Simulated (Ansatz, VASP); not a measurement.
**MgO2: VASP beside Ansatz**

```xyz
3
Lattice="1.6155 0.9327 3.4574 -1.6155 0.9327 3.4574 0.0000 -1.8654 3.4574" Properties=species:S:1:pos:R:3 pbc="T T T"
Mg    0.0000    0.0000    0.0000
O     0.0000    0.0000    4.4511
O     0.0000    0.0000    5.9210
```

Change from the starting cell: strain +0.0200 x Voigt [1, 1, 0, 0, 0, 0], atoms carried along.

Alike in both runs: task single point; functional PBEsol; k mesh 12 × 12 × 12; occupations gaussian, width 0.05 eV; no spin polarisation.

|  | VASP | Ansatz |
| --- | --- | --- |
| version | VASP 6.6.1 | Ansatz 0.2.0 |
| potentials or method | VASP PAW PBE potentials, release 64 (Mg, O), cutoff 520 eV | scalar-relativistic, plane waves, PAW |
| valence electrons in the cell | 14 | 22 |

|  | VASP | Ansatz | Ansatz less VASP |
| --- | --- | --- | --- |
| gap on the k mesh at the Fermi level (eV) | 2.49 | 2.52 | +0.028 |
| least direct gap on the mesh (eV) | 2.49 | 2.52 | +0.028 |
| pressure (GPa) | -4.1 | -4.0 | +0.12 |
| traceless stress, the component that is largest in VASP (GPa) | 4.28 | 3.09 | -1.187 |
| rms of the force components (eV/Å) | 0.216 | 0.118 | -0.0985 |

VASP's potentials were made for PBE, not for PBEsol. Atom by atom the forces differ by 0.099 eV/Å (rms over components). With one functional, cell and mesh, what is left measures potentials, basis and numerics. VASP's potentials hold 14 valence electrons a cell and Ansatz's 22, so a difference there can come from the potentials and not from the codes.
